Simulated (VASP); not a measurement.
# CoSi2 (Fm-3m) in VASP: a series of runs

Runs on CoSi2. Level: PBEsol. Tasks: single point, relaxation of cell and atoms.

Everything below comes from runs of VASP 6.6.1. Logs are shortened: lines on timing, memory, paths and dates and some standing lists are left out, and cuts for length are marked.

### 1 The cell of the first run

Symmetry: Fm-3m, No. 225, cubic system. Conventional cell: a = 5.313 Å, b = 5.313 Å, c = 5.313 Å, α = 90.00°, β = 90.00°, γ = 90.00°. Co (site symmetry m-3m) has 8 Si at 2.30 Å within 3.0 Å. Within 3.0 Å of Si (site symmetry -43m) lie 4 Co at 2.30 Å and 6 Si at 2.66 Å.

### 2 Single point, PBEsol

Input file INCAR:

```
PREC = Accurate ; ENCUT = 520
EDIFF = 1E-6 ; ISMEAR = 0
SIGMA = 0.15 ; LREAL = False
LASPH = True ; NELM = 60
ALGO = Normal ; ISIF = 2
LWAVE = False ; LCHARG = False
GGA = PS ; NBANDS = 16
```

Input file KPOINTS:

```
Automatic mesh
0
Gamma
  12 12 12
```

Input file POSCAR:

```
CoSi2
1.0
    0.0000000000      2.6562539721      2.6562539721
    2.6562539721      0.0000000000      2.6562539721
    2.6562539721      2.6562539721      0.0000000000
Co Si
1 2
Direct
    0.0000000000      0.0000000000      0.0000000000
    0.2500000000      0.2500000000      0.2500000000
    0.7500000000      0.7500000000      0.7500000000
```

Potentials or basis: VASP PAW PBE potentials, release 64 (Co, Si).

On the command line:

```
$ cat potpaw_PBE.64/Co/POTCAR potpaw_PBE.64/Si/POTCAR > POTCAR
$ mpirun -np 1 vasp_std > vasp.out
```

OUTCAR:

```text
PREC = Accurate
   ENCUT = 520
   EDIFF = 1E-6
   ISMEAR = 0
   LREAL = False
   LASPH = True
   NELM = 60
   ISIF = 2
   GGA = PS

 ion  position               nearest neighbor table
   1  0.000  0.000  0.000-   3 2.30   3 2.30   3 2.30   2 2.30   3 2.30   2 2.30   2 2.30   2 2.30

   2  0.250  0.250  0.250-   1 2.30   1 2.30   1 2.30   1 2.30   3 2.66   3 2.66   3 2.66   3 2.66
                             3 2.66   3 2.66
   3  0.750  0.750  0.750-   1 2.30   1 2.30   1 2.30   1 2.30   2 2.66   2 2.66   2 2.66   2 2.66
                             2 2.66   2 2.66

  LATTYP: Found a face centered cubic cell.
 ALAT       =     5.3125079442

  Lattice vectors:

 A1 = (   0.0000000000,   2.6562539721,   2.6562539721)
 A2 = (   2.6562539721,   0.0000000000,   2.6562539721)
 A3 = (   2.6562539721,   2.6562539721,   0.0000000000)

Analysis of symmetry for initial positions (statically):
=====================================================================
 Subroutine PRICEL returns:
 Original cell was already a primitive cell.

 Routine SETGRP: Setting up the symmetry group for a
 face centered cubic supercell.

 Subroutine GETGRP returns: Found 48 space group operations
 (whereof 48 operations were pure point group operations)
 out of a pool of 48 trial point group operations.

The static configuration has the point symmetry O_h .

Analysis of symmetry for dynamics (positions and initial velocities):
=====================================================================
 Subroutine PRICEL returns:
 Original cell was already a primitive cell.

 Routine SETGRP: Setting up the symmetry group for a
 face centered cubic supercell.

 Subroutine GETGRP returns: Found 48 space group operations
 (whereof 48 operations were pure point group operations)
 out of a pool of 48 trial point group operations.

The dynamic configuration has the point symmetry O_h .

 Subroutine INISYM returns: Found 48 space group operations
 (whereof 48 operations are pure point group operations),
 and found     1 'primitive' translations

----------------------------------------------------------------------------------------

                                     Primitive cell

  volume of cell :      37.4834

  direct lattice vectors                    reciprocal lattice vectors
     0.000000000  2.656253972  2.656253972    -0.188235013  0.188235013  0.188235013
     2.656253972  0.000000000  2.656253972     0.188235013 -0.188235013  0.188235013
     2.656253972  2.656253972  0.000000000     0.188235013  0.188235013 -0.188235013

  length of vectors
     3.756510392  3.756510392  3.756510392     0.326032606  0.326032606  0.326032606

  position of ions in fractional coordinates (direct lattice)
     0.000000000  0.000000000  0.000000000
     0.250000000  0.250000000  0.250000000
     0.750000000  0.750000000  0.750000000

  ion indices of the primitive-cell ions
   primitive index   ion index
                 1           1
                 2           2
                 3           3

----------------------------------------------------------------------------------------

 KPOINTS: Automatic mesh

Automatic generation of k-mesh.
 Grid dimensions read from file:
 generate k-points for:   12   12   12

 Generating k-lattice:

  Cartesian coordinates                     Fractional coordinates (reciprocal lattice)
    -0.015686251  0.015686251  0.015686251     0.083333333  0.000000000  0.000000000
     0.015686251 -0.015686251  0.015686251     0.000000000  0.083333333  0.000000000
     0.015686251  0.015686251 -0.015686251     0.000000000  0.000000000  0.083333333

  Length of vectors
     0.027169384  0.027169384  0.027169384

  Shift w.r.t. Gamma in fractional coordinates (k-lattice)
     0.000000000  0.000000000  0.000000000

 Subroutine IBZKPT returns following result:
 ===========================================

 Found     72 irreducible k-points:

 Following reciprocal coordinates:
            Coordinates               Weight
  0.000000  0.000000  0.000000      1.000000
  0.083333  0.000000  0.000000      8.000000
  0.166667  0.000000  0.000000      8.000000
  0.250000  0.000000  0.000000      8.000000
  0.333333  0.000000  0.000000      8.000000
  0.416667  0.000000  0.000000      8.000000
[... 16 lines left out ...]
  0.500000  0.166667  0.000000     24.000000
 -0.416667  0.166667  0.000000     24.000000
 [... further k-points ...]
   k-points           NKPTS =     72   k-points in BZ     NKDIM =     72   number of bands    NBANDS=     16
   number of dos      NEDOS =    301   number of ions     NIONS =      3
   total plane-waves  NPLWV =  21952
   dimension x,y,z NGX =    28 NGY =   28 NGZ =   28
   dimension x,y,z NGXF=    56 NGYF=   56 NGZF=   56
   ions per type =               1   2
   NGX,Y,Z   is equivalent  to a cutoff of  12.39, 12.39, 12.39 a.u.
   NGXF,Y,Z  is equivalent  to a cutoff of  24.78, 24.78, 24.78 a.u.
 SYSTEM =  unknown system
   PREC   = accura    normal or accurate (medium, high low for compatibility)
   ISTART =      0    job   : 0-new  1-cont  2-samecut
   ICHARG =      2    charge: 1-file 2-atom 10-const
   ISPIN  =      1    spin polarized calculation?
   LNONCOLLINEAR =      F non collinear calculations
   LSORBIT =      F    spin-orbit coupling
   LASPH  =      T    aspherical Exc in radial PAW
   ENCUT  =  520.0 eV  38.22 Ry    6.18 a.u.   6.98  6.98  6.98*2*pi/ulx,y,z
   NELM   =     60;   NELMIN=  2; NELMDL= -5     # of ELM steps
   EDIFF  = 0.1E-05   stopping-criterion for ELM
   LREAL  =      F    real-space projection
   EDIFFG = 0.1E-04   stopping-criterion for IOM
   NSW    =      0    number of steps for IOM
   IBRION =     -1    ionic relax: 0-MD 1-quasi-New 2-CG
   NFREE  =      0    steps in history (QN), initial steepest desc. (CG)
   ISIF   =      2    stress and relaxation
   ISYM   =      2    0-nonsym 1-usesym 2-fastsym
   POTIM  = 0.5000    time-step for ionic-motion
   TEBEG  =    0.0;   TEEND  =   0.0 temperature during run
   PSTRESS=    0.0 pullay stress
   NELECT =      17.0000    total number of electrons
   NUPDOWN=      -1.0000    fix difference up-down
   EMIN   =  10.00;   EMAX   =-10.00  energy-range for DOS
   EFERMI =   0.00;   METHOD = LEGACY
   ISMEAR =     0;   SIGMA  =   0.15  broadening in eV -4-tet -1-fermi 0-gaus
   EFERMI_NEDOS =   21; number of points for ismear=-14 and -15
   IALGO  =     38    algorithm
   IMIX   =      4    mixing-type and parameters
     AMIX     =   0.40;   BMIX     =  1.00
     AMIX_MAG =   1.60;   BMIX_MAG =  1.00
  volume/ion in A,a.u.               =      12.49        84.32
  Fermi-wavevector in a.u.,A,eV,Ry     =   1.257800  2.376897 21.525240  1.582060
  Thomas-Fermi vector in A             =   2.391441
   LORBIT       =      0    0 simple, 1 ext, 2 COOP (PROOUT), +10 PAW based schemes
   GGA     = PS    functional components
   LHFCALC =     F    Hartree Fock is set to
   AEXX    =    0.0000 exact exchange contribution
   IVDW    =     0    specifies the selected vdW correction
   LEPSILON=     F    determine dielectric tensor
   LRPA    =     F    only Hartree local field effects (RPA)
 non-spin polarized calculation
 Gauss-broadening in eV      SIGMA  =   0.15
  energy-cutoff  :      520.00
  volume of cell :       37.48
 maximum number of plane-waves:      1036
   NGX = 13   NGY = 13   NGZ = 13

 number of electron      17.0000005 magnetization

 Free energy of the ion-electron system (eV)
  ---------------------------------------------------
  ext. energy  EPLUGINS =         0.00000000
  ---------------------------------------------------
  free energy    TOTEN  =       -20.98808660 eV

  energy without entropy =      -20.97784552  energy(sigma->0) =      -20.98296606

 E-fermi :  10.3109     XC(G=0): -11.9679

 val. band max:       10.2996382804   @ k =   0.4167   0.2500   0.0833
 cond. band min:      10.3422421893   @ k =   0.4167   0.0833   0.0000
 fundamental gap:      0.0426039089
 Fermi energy:        10.3108687803

 k-point     1 :       0.0000    0.0000    0.0000
  band No.  band energies     occupation
      1      -2.9806      2.00000
      2       6.1367      2.00000
      3       6.1367      2.00000
      4       6.1367      2.00000
      5       8.3410      2.00000
      6       8.3410      2.00000
[... 8 lines left out ...]
     15      16.0932      0.00000
     16      16.0932      0.00000

 k-point     2 :       0.0833    0.0000    0.0000
  band No.  band energies     occupation
      1      -2.8730      2.00000
      2       5.8852      2.00000
      3       6.1750      2.00000
      4       6.1750      2.00000
      5       8.3081      2.00000
      6       8.3081      2.00000
[... 8 lines left out ...]
     15      15.7354      0.00000
     16      15.8926      0.00000

 k-point     3 :       0.1667    0.0000    0.0000
  band No.  band energies     occupation
      1      -2.5523      2.00000
      2       5.2057      2.00000
      3       6.2801      2.00000
      4       6.2801      2.00000
      5       8.2362      2.00000
      6       8.2362      2.00000
[... 8 lines left out ...]
     15      15.9288      0.00000
     16      16.7489      0.00000

 k-point     4 :       0.2500    0.0000    0.0000
  band No.  band energies     occupation
      1      -2.0248      2.00000
      2       4.2299      2.00000
      3       6.4195      2.00000
      4       6.4195      2.00000
      5       8.1955      2.00000
      6       8.1955      2.00000
[... 8 lines left out ...]
     15      17.0518      0.00000
     16      17.9615      0.00000
[... 324 lines left out ...]
 k-point    22 :       0.4167    0.1667    0.0000
  band No.  band energies     occupation
      1      -0.6610      2.00000
      2       2.9050      2.00000
      3       6.2294      2.00000
      4       6.4711      2.00000
      5       7.1387      2.00000
      6       8.3921      2.00000
[... 8 lines left out ...]
     15      21.0214      0.00000
     16      21.4371      0.00000

 k-point    23 :       0.5000    0.1667    0.0000
  band No.  band energies     occupation
      1       0.2606      2.00000
      2       1.7842      2.00000
      3       5.9875      2.00000
      4       6.6246      2.00000
      5       7.1659      2.00000
      6       8.3819      2.00000
[... 8 lines left out ...]
     15      21.0868      0.00000
     16      21.6730      0.00000

 k-point    24 :      -0.4167    0.1667    0.0000
  band No.  band energies     occupation
      1       0.5763      2.00000
      2       1.4301      2.00000
      3       5.7578      2.00000
      4       6.7890      2.00000
      5       7.3521      2.00000
      6       8.1746      2.00000
[... 8 lines left out ...]
     15      19.6684      0.00000
     16      20.1042      0.00000

 [... further k-points ...]
[... 5 lines left out ...]
  --------------------------------------------------------------------------------------
  -------------------------------------------------------------------------------------
  Total        0.0044315      0.0044315      0.0044315     -0.0000000     -0.0000000     -0.0000000
  in kB        0.1894190      0.1894190      0.1894190     -0.0000000     -0.0000000     -0.0000000
  external PRESSURE =       0.1894190 kB  Pullay stress =       0.0000000 kB

 VOLUME and BASIS-vectors are now :
 -----------------------------------------------------------------------------
  energy-cutoff  :      520.00
  volume of cell :       37.48
      direct lattice vectors                 reciprocal lattice vectors
     0.000000000  2.656253972  2.656253972    -0.188235013  0.188235013  0.188235013
     2.656253972  0.000000000  2.656253972     0.188235013 -0.188235013  0.188235013
     2.656253972  2.656253972  0.000000000     0.188235013  0.188235013 -0.188235013

 POSITION                                       TOTAL-FORCE (eV/Angst)
 -----------------------------------------------------------------------------------
      0.00000      0.00000      0.00000         0.000000     -0.000000     -0.000000
      1.32813      1.32813      1.32813        -0.000000      0.000000     -0.000000
      3.98438      3.98438      3.98438         0.000000      0.000000      0.000000
 -----------------------------------------------------------------------------------
    total drift:                               -0.000000     -0.000000      0.000000

  FREE ENERGIE OF THE ION-ELECTRON SYSTEM (eV)
  ---------------------------------------------------
  free  energy   TOTEN  =       -20.9880866033 eV

  energy  without entropy=      -20.9778455164  energy(sigma->0) =      -20.98296606
```

Wall time 19 s (1 thread of Intel Xeon 6975P-C (Granite Rapids), shared host); peak memory 0.18 GiB.

Results:

* Free energy: -20.9881 eV
* Pressure: 0.0 GPa

Levels at points of the mesh, in eV from the Fermi level:
| k point | band 5 | band 6 | band 7 | band 8 | band 9 | band 10 | band 11 | band 12 | band 13 | band 14 |
| --- | --- | --- | --- | --- | --- | --- | --- | --- | --- | --- |
| (0.00, 0.00, 0.00) | -1.97 | -1.97 | 1.05 | 3.45 | 3.45 | 3.45 | 3.54 | 3.54 | 3.54 | 5.78 |
| (0.50, 0.00, 0.00) | -2.23 | -1.68 | -1.68 | -0.46 | -0.46 | 2.75 | 3.52 | 3.52 | 4.58 | 10.49 |
| (0.50, 0.50, 0.00) | -3.70 | -2.02 | -2.02 | -1.98 | -1.37 | 1.70 | 2.91 | 8.63 | 9.86 | 9.86 |

Caveat: the PAW data sets were made with another functional, which shifts forces and pressure a little.

### 3 Single point, PBEsol

Input file INCAR:

```
SYSTEM = CoSi2
  ALGO = Normal
  EDIFF = 1E-6
  ENCUT = 520
  GGA = PS
  ISIF = 2
  ISMEAR = 0
  LASPH = .TRUE.
  LCHARG = .FALSE.
  LREAL = .FALSE.
  LWAVE = .FALSE.
  NBANDS = 16
  NELM = 100
  PREC = Accurate
  SIGMA = 0.1
```

Input file KPOINTS:

```
k-points
0
G
  14 14 14
  0 0 0
```

Input file POSCAR:

```
CoSi2
1.0
    0.0000000000      2.6562539129      2.6562539129
    2.6562539129      0.0000000000      2.6562539129
    2.6562539129      2.6562539129      0.0000000000
Co Si
1 2
Direct
    0.0000000000      0.0000000000      0.0000000000
    0.2500000000      0.2500000000      0.2500000000
    0.7500000000      0.7500000000      0.7500000000
```

Potentials or basis: VASP PAW PBE potentials, release 64 (Co, Si).

On the command line:

```
$ cat potpaw_PBE.64/Co/POTCAR potpaw_PBE.64/Si/POTCAR > POTCAR
$ mpirun -np 1 vasp_std > vasp.out
```

It took 3 min on 1 thread of AMD EPYC 7R43 (Zen 3), shared host; peak memory 0.16 GiB.

The run converged. Its results:

```
Free energy : -20.9844 eV
Pressure    : 0.0 GPa
```

Levels at points of the mesh, in eV from the Fermi level:
| k point | band 6 | band 7 | band 8 | band 9 | band 10 | band 11 | band 12 | band 13 |
| --- | --- | --- | --- | --- | --- | --- | --- | --- |
| (0.00, 0.00, 0.00) | -2.00 | 1.02 | 3.42 | 3.42 | 3.42 | 3.51 | 3.51 | 3.51 |
| (0.50, 0.00, 0.00) | -1.72 | -1.72 | -0.49 | -0.49 | 2.72 | 3.48 | 3.48 | 4.55 |
| (0.50, 0.50, 0.00) | -2.06 | -2.06 | -2.02 | -1.40 | 1.67 | 2.87 | 8.60 | 9.83 |

Caveat: the PAW data sets were made with another functional, which shifts forces and pressure a little.

### 4 Relaxation of cell and atoms, PBEsol

This run uses another cell than the first one, of 12.87 Å³/atom, 1.030 times its volume.

Input file INCAR:

```
SYSTEM = CoSi2
ALGO = Normal ; EDIFF = 1E-7
EDIFFG = -0.005 ; ENCUT = 600
GGA = PS ; IBRION = 2
ISIF = 3 ; ISMEAR = 0
LASPH = .True. ; LCHARG = .False.
LREAL = .False. ; LWAVE = .False.
NELM = 100 ; NSW = 100
PREC = Accurate ; SIGMA = 0.1
```

Input file KPOINTS:

```
k-points
0
Gamma
  14 14 14
  0 0 0
```

Input file POSCAR:

```
CoSi2
1.0
    0.0000000000      2.6825000000      2.6825000000
    2.6825000000      0.0000000000      2.6825000000
    2.6825000000      2.6825000000      0.0000000000
Co Si
1 2
Direct
    0.0000000000      0.0000000000      0.0000000000
    0.2500000000      0.2500000000      0.2500000000
    0.7500000000      0.7500000000      0.7500000000
```

On the command line:

```
$ cat potpaw_PBE.64/Co/POTCAR potpaw_PBE.64/Si/POTCAR > POTCAR
$ mpirun -np 1 vasp_std > vasp.out
```

It took 2.9 min on 1 thread of AMD EPYC 7R43 (Zen 3), shared host; peak memory 0.18 GiB.

Results (log left out):

- Free energy: -20.9846 eV
- Relaxed volume: 12.50 Å³/atom
- Relaxed cell: a = 3.757 Å, b = 3.757 Å, c = 3.757 Å, α = 60.00°, β = 60.00°, γ = 60.00°
- Space group after relaxing (to 0.05 Å): Fm-3m (No. 225)
- Energy gained by relaxing: 6.3 meV/atom
- Ionic steps: 3
- Pressure after relaxing: -0.1 GPa

The path:
```
step  energy change (eV)  largest force (eV/Å)  pressure (GPa)  volume (Å³)
   1              0.0000                0.0000           -5.36        38.61
   2              0.0079                0.0000            7.06        36.25
   3             -0.0189                0.0000           -0.05        37.51
```

Final structure:
```cif
data_structure
_symmetry_space_group_name_H-M 'P 1'
_symmetry_Int_Tables_number 1
_cell_length_a 3.7573
_cell_length_b 3.7573
_cell_length_c 3.7573
_cell_angle_alpha 60.000
_cell_angle_beta 60.000
_cell_angle_gamma 60.000
_cell_volume 37.51
loop_
_atom_site_label
_atom_site_type_symbol
_atom_site_fract_x
_atom_site_fract_y
_atom_site_fract_z
_atom_site_occupancy
Co1 Co 0.00000 0.00000 0.00000 1
Si1 Si 0.25000 0.25000 0.25000 1
Si2 Si 0.75000 0.75000 0.75000 1
```

Levels at points of the mesh, in eV from the Fermi level:
```tsv
k point	band 5	band 6	band 7	band 8	band 9	band 10	band 11	band 12
(0.00, 0.00, 0.00)	-2.00	-2.00	1.01	3.42	3.42	3.51	3.51	3.51
(0.50, 0.00, 0.00)	-2.26	-1.71	-1.71	-0.49	-0.49	2.72	3.48	3.48
(0.50, 0.50, 0.00)	-3.74	-2.05	-2.05	-2.01	-1.40	1.66	2.87	8.60
```

Caveat: the PAW data sets were made with another functional, which shifts forces and pressure a little. Spin polarisation is off, so any magnetic state and its effect on volume and gap are missing.

### 5 Overview

| task | cell | k mesh | cutoff (eV) | smearing | gap on the mesh (eV) | pressure (GPa) |
| --- | --- | --- | --- | --- | --- | --- |
| single point | a = 3.757 Å, angles 60.0°, 3 atoms | 12 × 12 × 12 | 520 | gaussian 0.15 eV | none | 0.0 |
| single point | a = 3.757 Å, angles 60.0°, 3 atoms | 14 × 14 × 14 | 520 | gaussian 0.1 eV | none | 0.0 |
| relaxation of cell and atoms | relaxed from a = 3.794 Å, angles 60.0°, 3 atoms | 14 × 14 × 14 | 600 | gaussian 0.1 eV | none | -0.1 |

Alike in all rows: level PBEsol; potentials or basis VASP PAW PBE potentials, release 64 (Co, Si); no spin polarisation.

Caveats: the PAW data sets were made with another functional, which shifts forces and pressure a little.

Total energies depend on the potentials used, so only differences within one code and one set of settings carry meaning.
